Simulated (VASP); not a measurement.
# O2 in VASP: further runs

The runs below take O2 through single point, relaxation of the atoms, with PBEsol.

Everything below comes from runs of VASP 6.6.1. Logs are shortened: lines on timing, memory, paths and dates and some standing lists are left out, and cuts for length are marked.

### 1 The cell of the first run

The cell holds a molecule in a box, 2 atoms: a = 9.000 Å, b = 9.500 Å, c = 10.000 Å, α = 90.00°, β = 90.00°, γ = 90.00°.

### 2 Single point, PBEsol, collinear spin, ferromagnetic start

Input file INCAR:

```
PREC = Accurate ; ENCUT = 520
EDIFF = 1E-6 ; ISMEAR = -1
SIGMA = 0.02 ; LREAL = False
LASPH = True ; NELM = 150
ALGO = Normal ; ISIF = 2
LWAVE = False ; LCHARG = False
ISPIN = 2 ; MAGMOM = 1 1
LORBIT = 11 ; GGA = PS
NBANDS = 17
```

Input file KPOINTS:

```
regular mesh
0
Gamma
  1 1 1
```

Input file POSCAR:

```
O
1.0
    9.0000000000      0.0000000000      0.0000000000
    0.0000000000      9.5000000000      0.0000000000
    0.0000000000      0.0000000000     10.0000000000
O
2
Direct
    0.5000000000      0.5000000000      0.4394967595
    0.5000000000      0.5000000000      0.5605032405
```

Potentials or basis: VASP PAW PBE potentials, release 64 (O).

Run with:

```sh
$ cat potpaw_PBE.64/O/POTCAR > POTCAR
$ mpirun -np 1 vasp_gam > vasp.out
```

OUTCAR:

```text
PREC = Accurate
   ENCUT = 520
   EDIFF = 1E-6
   ISMEAR = -1
   LREAL = False
   LASPH = True
   NELM = 150
   ISIF = 2
   ISPIN = 2
   LORBIT = 11
   GGA = PS

 ion  position               nearest neighbor table
   1  0.500  0.500  0.439-   2 1.21
   2  0.500  0.500  0.561-   1 1.21

  LATTYP: Found a simple orthorhombic cell.
 ALAT       =     9.0000000000
 B/A-ratio  =     1.0555555556
 C/A-ratio  =     1.1111111111

  Lattice vectors:

 A1 = (   9.0000000000,   0.0000000000,   0.0000000000)
 A2 = (   0.0000000000,   9.5000000000,   0.0000000000)
 A3 = (   0.0000000000,   0.0000000000,  10.0000000000)

Analysis of symmetry for initial positions (statically):
=====================================================================
 Subroutine PRICEL returns:
 Original cell was already a primitive cell.

 Routine SETGRP: Setting up the symmetry group for a
 simple orthorhombic supercell.

 Subroutine GETGRP returns: Found  8 space group operations
 (whereof  8 operations were pure point group operations)
 out of a pool of  8 trial point group operations.

The static configuration has the point symmetry D_2h.

Analysis of symmetry for dynamics (positions and initial velocities):
=====================================================================
 Subroutine PRICEL returns:
 Original cell was already a primitive cell.

 Routine SETGRP: Setting up the symmetry group for a
 simple orthorhombic supercell.

 Subroutine GETGRP returns: Found  8 space group operations
 (whereof  8 operations were pure point group operations)
 out of a pool of  8 trial point group operations.

The dynamic configuration has the point symmetry D_2h.

Analysis of structural, dynamic, and magnetic symmetry:
=====================================================================
 Subroutine PRICEL returns:
 Original cell was already a primitive cell.

 Routine SETGRP: Setting up the symmetry group for a
 simple orthorhombic supercell.

 Subroutine GETGRP returns: Found  8 space group operations
 (whereof  8 operations were pure point group operations)
 out of a pool of  8 trial point group operations.

The overall configuration has the point symmetry D_2h.

 Subroutine INISYM returns: Found  8 space group operations
 (whereof  8 operations are pure point group operations),
 and found     1 'primitive' translations

----------------------------------------------------------------------------------------

                                     Primitive cell

  volume of cell :     855.0000

  direct lattice vectors                    reciprocal lattice vectors
     9.000000000  0.000000000  0.000000000     0.111111111  0.000000000  0.000000000
     0.000000000  9.500000000  0.000000000     0.000000000  0.105263158  0.000000000
     0.000000000  0.000000000 10.000000000     0.000000000  0.000000000  0.100000000

  length of vectors
     9.000000000  9.500000000 10.000000000     0.111111111  0.105263158  0.100000000

  position of ions in fractional coordinates (direct lattice)
     0.500000000  0.500000000  0.439496760
     0.500000000  0.500000000  0.560503240

  ion indices of the primitive-cell ions
   primitive index   ion index
                 1           1
                 2           2

----------------------------------------------------------------------------------------

 KPOINTS: regular mesh

Automatic generation of k-mesh.
 Grid dimensions read from file:
 generate k-points for:    1    1    1

 Generating k-lattice:

  Cartesian coordinates                     Fractional coordinates (reciprocal lattice)
     0.111111111  0.000000000  0.000000000     1.000000000  0.000000000  0.000000000
     0.000000000  0.105263158  0.000000000     0.000000000  1.000000000  0.000000000
     0.000000000  0.000000000  0.100000000     0.000000000  0.000000000  1.000000000

  Length of vectors
     0.111111111  0.105263158  0.100000000

  Shift w.r.t. Gamma in fractional coordinates (k-lattice)
     0.000000000  0.000000000  0.000000000

 Subroutine IBZKPT returns following result:
 ===========================================

 Found      1 irreducible k-points:

 Following reciprocal coordinates:
            Coordinates               Weight
  0.000000  0.000000  0.000000      1.000000
   k-points           NKPTS =      1   k-points in BZ     NKDIM =      1   number of bands    NBANDS=     17
   number of dos      NEDOS =    301   number of ions     NIONS =      2
   total plane-waves  NPLWV = 403200
   dimension x,y,z NGX =    70 NGY =   72 NGZ =   80
   dimension x,y,z NGXF=   140 NGYF=  144 NGZF=  160
   ions per type =               2
   NGX,Y,Z   is equivalent  to a cutoff of  12.93, 12.60, 13.30 a.u.
   NGXF,Y,Z  is equivalent  to a cutoff of  25.86, 25.20, 26.60 a.u.
 SYSTEM =  unknown system
   PREC   = accura    normal or accurate (medium, high low for compatibility)
   ISTART =      0    job   : 0-new  1-cont  2-samecut
   ICHARG =      2    charge: 1-file 2-atom 10-const
   ISPIN  =      2    spin polarized calculation?
   LNONCOLLINEAR =      F non collinear calculations
   LSORBIT =      F    spin-orbit coupling
   LASPH  =      T    aspherical Exc in radial PAW
   ENCUT  =  520.0 eV  38.22 Ry    6.18 a.u.  16.73 17.66 18.59*2*pi/ulx,y,z
   NELM   =    150;   NELMIN=  2; NELMDL= -5     # of ELM steps
   EDIFF  = 0.1E-05   stopping-criterion for ELM
   LREAL  =      F    real-space projection
   EDIFFG = 0.1E-04   stopping-criterion for IOM
   NSW    =      0    number of steps for IOM
   IBRION =     -1    ionic relax: 0-MD 1-quasi-New 2-CG
   NFREE  =      0    steps in history (QN), initial steepest desc. (CG)
   ISIF   =      2    stress and relaxation
   ISYM   =      2    0-nonsym 1-usesym 2-fastsym
   POTIM  = 0.5000    time-step for ionic-motion
   TEBEG  =    0.0;   TEEND  =   0.0 temperature during run
   PSTRESS=    0.0 pullay stress
   NELECT =      12.0000    total number of electrons
   NUPDOWN=      -1.0000    fix difference up-down
   EMIN   =  10.00;   EMAX   =-10.00  energy-range for DOS
   EFERMI =   0.00;   METHOD = LEGACY
   ISMEAR =    -1;   SIGMA  =   0.02  broadening in eV -4-tet -1-fermi 0-gaus
   EFERMI_NEDOS =   21; number of points for ismear=-14 and -15
   IALGO  =     38    algorithm
   IMIX   =      4    mixing-type and parameters
     AMIX     =   0.40;   BMIX     =  1.00
     AMIX_MAG =   1.60;   BMIX_MAG =  1.00
  volume/ion in A,a.u.               =     427.50      2884.91
  Fermi-wavevector in a.u.,A,eV,Ry     =   0.394893  0.746240  2.121703  0.155941
  Thomas-Fermi vector in A             =   1.339966
   LORBIT       =     11    0 simple, 1 ext, 2 COOP (PROOUT), +10 PAW based schemes
   GGA     = PS    functional components
   LHFCALC =     F    Hartree Fock is set to
   AEXX    =    0.0000 exact exchange contribution
   IVDW    =     0    specifies the selected vdW correction
   LEPSILON=     F    determine dielectric tensor
   LRPA    =     F    only Hartree local field effects (RPA)
 spin polarized calculation
  energy-cutoff  :      520.00
  volume of cell :      855.00
 maximum number of plane-waves:     11510
 NGX is ok and might be reduce to    70
   NGX = 33   NGY = 35   NGZ = 37

 number of electron      12.0000002 magnetization       2.0000001

 Free energy of the ion-electron system (eV)
  ---------------------------------------------------
  ext. energy  EPLUGINS =         0.00000000
  ---------------------------------------------------
  free energy    TOTEN  =       -10.26620175 eV

  energy without entropy =      -10.26620175  energy(sigma->0) =      -10.26620175

 E-fermi :  -6.1247     XC(G=0):  -0.6179

 val. band max:       -6.6244364584   @ k =   0.0000   0.0000   0.0000
 cond. band min:      -4.3610530280   @ k =   0.0000   0.0000   0.0000
 fundamental gap:      2.2633834304
 Fermi energy:        -6.1247079523

 spin component 1

 k-point     1 :       0.0000    0.0000    0.0000
  band No.  band energies     occupation
      1     -32.8624      1.00000
      2     -20.2087      1.00000
      3     -13.3759      1.00000
      4     -13.3758      1.00000
      5     -13.3617      1.00000
      6      -6.6245      1.00000
[... 9 lines left out ...]
     16       2.8073      0.00000
     17       2.8986      0.00000
 Fermi energy:        -6.1247079523

 spin component 2

 k-point     1 :       0.0000    0.0000    0.0000
  band No.  band energies     occupation
      1     -31.6143      1.00000
      2     -18.4282      1.00000
      3     -12.3311      1.00000
      4     -11.5389      1.00000
      5     -11.5389      1.00000
      6      -4.3611      0.00000
[... 9 lines left out ...]
     16       2.9746      0.00000
     17       2.9840      0.00000

------------------------ aborting loop because EDIFF is reached ----------------------------------------

  FORCE on cell =-STRESS in cart. coord.  units (eV):
  Direction    XX          YY          ZZ          XY          YZ          ZX
  --------------------------------------------------------------------------------------
  -------------------------------------------------------------------------------------
  Total       -0.0728524     -0.0726394      1.5853808     -0.0000000      0.0000000      0.0000000
  in kB       -0.1365175     -0.1361183      2.9708317     -0.0000000      0.0000000      0.0000000
  external PRESSURE =       0.8993986 kB  Pullay stress =       0.0000000 kB

 VOLUME and BASIS-vectors are now :
 -----------------------------------------------------------------------------
  energy-cutoff  :      520.00
  volume of cell :      855.00
      direct lattice vectors                 reciprocal lattice vectors
     9.000000000  0.000000000  0.000000000     0.111111111  0.000000000  0.000000000
     0.000000000  9.500000000  0.000000000     0.000000000  0.105263158  0.000000000
     0.000000000  0.000000000 10.000000000     0.000000000  0.000000000  0.100000000

 POSITION                                       TOTAL-FORCE (eV/Angst)
 -----------------------------------------------------------------------------------
      4.50000      4.75000      4.39497         0.000000      0.000000     -1.376710
      4.50000      4.75000      5.60503         0.000000      0.000000      1.376710
 -----------------------------------------------------------------------------------
    total drift:                                0.000000      0.000000     -0.000000

  FREE ENERGIE OF THE ION-ELECTRON SYSTEM (eV)
  ---------------------------------------------------
  free  energy   TOTEN  =       -10.2662017529 eV

  energy  without entropy=      -10.2662017529  energy(sigma->0) =      -10.26620175

 total charge

# of ion       s       p       d       tot
------------------------------------------
    1        1.609   3.308   0.000   4.917
    2        1.609   3.308   0.000   4.917
--------------------------------------------------
tot          3.218   6.615   0.000   9.833

 magnetization (x)

# of ion       s       p       d       tot
------------------------------------------
    1        0.009   0.797   0.000   0.806
    2        0.009   0.797   0.000   0.806
--------------------------------------------------
tot          0.018   1.594   0.000   1.612
```

Wall time 86 s (1 thread of Intel Xeon 6975P-C (Granite Rapids), shared host); peak memory 1 GiB.

Results:

```
Free energy                                           : -10.2662 eV
Largest force                                         : 1.377 eV/Å
Gap between the frontier levels                       : 2.26 eV
Net moment                                            : 2.00 μB per cell
Site moments                                          : O +0.81 μB
Valence electrons inside the program's atomic spheres : O 4.92
```

Forces in eV/Å, atoms in the order of the input:
```
O    0.000  0.000 -1.377
O    0.000  0.000  1.377
```

Caveat: the standard files for N, O and F lose accuracy on very short bonds; the PAW data sets were made with another functional, which shifts forces and pressure a little.

### 3 Relaxation of the atoms, PBEsol, collinear spin, ferromagnetic start

Input file INCAR:

```
  PREC = Accurate
  ENCUT = 520
  EDIFF = 1E-6
  ISMEAR = -1
  SIGMA = 0.02
  LREAL = False
  LASPH = True
  NELM = 150
  ALGO = Normal
  ISIF = 2
  LWAVE = False
  LCHARG = False
  ISPIN = 2
  MAGMOM = 1 1
  LORBIT = 11
  GGA = PS
  IBRION = 2
  NSW = 80
  EDIFFG = -0.02
```

KPOINTS is that of step 2.

Input file POSCAR:

```
O
1.0
    9.0000000000      0.0000000000      0.0000000000
    0.0000000000      9.5000000000      0.0000000000
    0.0000000000      0.0000000000     10.0000000000
O
2
Direct
    0.5000000000      0.5000000000      0.4385000000
    0.5000000000      0.5000000000      0.5615000000
```

Potentials or basis: VASP PAW PBE potentials, release 64 (O).

Run with:

```sh
$ cat potpaw_PBE.64/O/POTCAR > POTCAR
$ mpirun -np 1 vasp_gam > vasp.out
```

Wall time 2.7 min (1 thread of Intel Xeon 6975P-C (Granite Rapids), shared host); peak memory 1 GiB.

Results (log left out):

- Free energy: -10.2777 eV
- Energy gained by relaxing: 0.1 meV/atom
- Ionic steps: 3
- Gap between the frontier levels: 2.26 eV
- Net moment: 2.00 μB per cell
- Site moments: O +0.81 μB
- Valence electrons inside the program's atomic spheres: O 4.89

The path:
| step | energy change (eV) | largest force (eV/Å) | pressure (GPa) |
| --- | --- | --- | --- |
| 1 | 0.0000 | 0.2102 | -0.03 |
| 2 | 0.0117 | 1.4065 | 0.09 |
| 3 | -0.0003 | 0.0001 | -0.01 |

Final structure:
```cif
data_structure
_symmetry_space_group_name_H-M 'P 1'
_symmetry_Int_Tables_number 1
_cell_length_a 9.0000
_cell_length_b 9.5000
_cell_length_c 10.0000
_cell_angle_alpha 90.000
_cell_angle_beta 90.000
_cell_angle_gamma 90.000
_cell_volume 855.00
loop_
_atom_site_label
_atom_site_type_symbol
_atom_site_fract_x
_atom_site_fract_y
_atom_site_fract_z
_atom_site_occupancy
O1 O 0.50000 0.50000 0.43864 1
O2 O 0.50000 0.50000 0.56136 1
```

Levels at points of the mesh, in eV from the valence-band top:
Spin up:
| k point | band 3 | band 4 | band 5 | band 6 | band 7 | band 8 | band 9 | band 10 | band 11 |
| --- | --- | --- | --- | --- | --- | --- | --- | --- | --- |
| (0.00, 0.00, 0.00) | -6.56 | -6.46 | -6.46 | 0.00 | 0.00 | 6.48 | 7.66 | 8.01 | 8.04 |
Spin down:
| k point | band 1 | band 2 | band 3 | band 4 | band 5 | band 6 | band 7 | band 8 | band 9 | band 10 |
| --- | --- | --- | --- | --- | --- | --- | --- | --- | --- | --- |
| (0.00, 0.00, 0.00) | -24.48 | -11.81 | -5.54 | -4.62 | -4.62 | 2.26 | 2.26 | 6.58 | 7.90 | 8.06 |

Caveat: the standard files for N, O and F lose accuracy on very short bonds; the PAW data sets were made with another functional, which shifts forces and pressure a little.
